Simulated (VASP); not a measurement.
Set up this calculation in VASP 6.6.1, as the native input.

```
Task                   : single point
Functional             : PBE
Potentials or basis    : VASP PAW PBE potentials, release 64 (Si, C)
Cutoff                 : 520 eV
k mesh                 : 12 × 12 × 12
Occupations            : gaussian, width 0.05 eV
Spin                   : no spin polarisation
Dipole correction      : no
Further INCAR settings : ALGO = Normal; EDIFF = 1e-06; NBANDS = 11
```

The structure of SiC lies in POSCAR:

```
SiC
1.0
    0.0000000000      2.2066100000      2.1740000000
    2.1740000000      0.0000000000      2.1740000000
    2.1740000000      2.2066100000      0.0000000000
Si C
1 1
Direct
    0.0000000000      0.0000000000      0.0000000000
    0.7500000000      0.7500000000      0.7500000000
```

This cell differs from its parent crystal: strain +0.0150 x Voigt [0, 1, 0, 0, 0, 0].

The input as run:

INCAR

```
SYSTEM = SiC
PREC = Accurate ; ENCUT = 520
EDIFF = 1E-6 ; ISMEAR = 0
SIGMA = 0.05 ; LREAL = .False.
LASPH = .True. ; NELM = 100
ALGO = Normal ; ISIF = 2
LWAVE = .False. ; LCHARG = .False.
GGA = PE ; NBANDS = 11
```

KPOINTS

```
Automatic mesh
0
Gamma
  12 12 12
  0 0 0
```

Potentials or basis: VASP PAW PBE potentials, release 64 (Si, C).

Launch:

```sh
$ cat potpaw_PBE.64/Si/POTCAR potpaw_PBE.64/C/POTCAR > POTCAR
$ mpirun -np 1 vasp_std > vasp.out
```

Results of the run:

| Property | Result |
| --- | --- |
| Pressure | 1.4 GPa |
| Band gap on the k mesh | 1.29 eV, indirect (least direct gap 4.52 eV) |

Caveat: the cell differs from its parent crystal (strain +0.0150 x Voigt [0, 1, 0, 0, 0, 0]).

Run time: 21 s on 1 thread of Intel(R) Xeon(R) Platinum 8375C CPU @ 2.90GHz (Ice Lake), on a shared host, peak memory 0.16 GiB.
